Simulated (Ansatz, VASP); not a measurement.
Pd in VASP and in Ansatz

```
Pd
1.0
     0.00000    1.75277    1.75277
     1.75277    0.00000    1.75277
     1.75277    1.75277    0.00000
Pd
1
Direct
  0.00000 0.00000 0.00000
```

Change from the starting cell: volume scaled by 0.76, PAW files.

Alike in both runs: task single point; functional LDA; k mesh 17 × 17 × 17; occupations fermi-dirac, width 0.1 eV; no spin polarisation.

```csv
,VASP,Ansatz
version,VASP 6.6.1,Ansatz 0.2.0
potentials or method,"VASP PAW LDA potentials, release 64 (Pd)","PAW with Ansatz's default frozen-core files, scalar-relativistic"
plane-wave cutoff (eV),520,420
valence electrons in the cell,10,18
```

Ansatz gave:

```
pressure (GPa) : 127.5
```

Estimate VASP's values.

pressure (GPa): 128.7.

LDA's correlation is that of Perdew and Zunger in VASP and of Perdew and Wang (1992) in Ansatz. Both programs put the cell under a high pressure, so it lies far from rest at this level. VASP's potentials hold 10 valence electrons a cell and Ansatz's 18, so a difference there can come from the potentials and not from the codes.

Noted on VASP's run: the cell as given lies far from equilibrium.
